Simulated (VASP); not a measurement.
**C: single point with LDA**

Crystal: C.

```
C
1.0
     0.03780    2.11665    3.35975
     1.26058    0.00000    3.37351
     1.22278    2.11665    0.01376
C
2
Direct
  0.16671 0.83329 0.16671
  0.83329 0.16671 0.83329
```

This cell differs from its parent crystal: strain +0.0225 x Voigt [0, 0, 0, 0, 1, 0].

```json
{"Program": "VASP 6.6.1", "Task": "single point", "Functional": "LDA", "Potentials or basis": "VASP PAW LDA potentials, release 64 (C)", "Cutoff": "520 eV", "k mesh": "16 × 16 × 16", "Occupations": "gaussian, width 0.03 eV", "Spin": "no spin polarisation"}
```

| Quantity | Value |
| --- | --- |
| Pressure | 0.8 GPa |
| Largest force | 0.023 eV/Å |
| Band gap on the k mesh | 0.20 eV, indirect (least direct gap 0.26 eV) |

Forces on the atoms (eV/Å):
```
C    0.000 -0.023  0.000
C    0.000  0.023  0.000
```

Stress tensor (GPa, compression positive):
```
 1.32  0.00 -0.18
 0.00  1.07  0.00
-0.18  0.00  0.05
```

Levels at points of the mesh, in eV from the valence-band top:
| k point | band 1 | band 2 | band 3 | band 4 | band 5 | band 6 | band 7 | band 8 |
| --- | --- | --- | --- | --- | --- | --- | --- | --- |
| (0.00, 0.00, 0.00) | -19.43 | -6.51 | -2.79 | -2.78 | 3.98 | 8.65 | 8.72 | 11.80 |
| (0.50, 0.00, 0.00) | -13.87 | -13.07 | -6.23 | -2.28 | 1.70 | 7.96 | 12.57 | 13.74 |
| (0.00, 0.50, 0.00) | -13.90 | -13.09 | -6.24 | -2.14 | 1.88 | 7.92 | 12.36 | 13.24 |
| (0.50, 0.50, 0.00) | -19.11 | -8.54 | -2.81 | -2.77 | 8.62 | 8.68 | 10.22 | 11.94 |
| (0.50, 0.00, 0.50) | -13.99 | -13.16 | -6.22 | -1.42 | 2.70 | 8.12 | 11.12 | 11.23 |
| (0.00, 0.50, 0.50) | -13.76 | -12.98 | -6.27 | -2.89 | 1.06 | 7.71 | 13.72 | 17.25 |

Run time: 2.1 min on 1 thread of Intel(R) Xeon(R) Platinum 8488C (Sapphire Rapids) (shared host), peak memory 0.25 GiB.

Caveat: the cell differs from its parent crystal (strain +0.0225 x Voigt [0, 0, 0, 0, 1, 0]). A k mesh can miss the band edges.
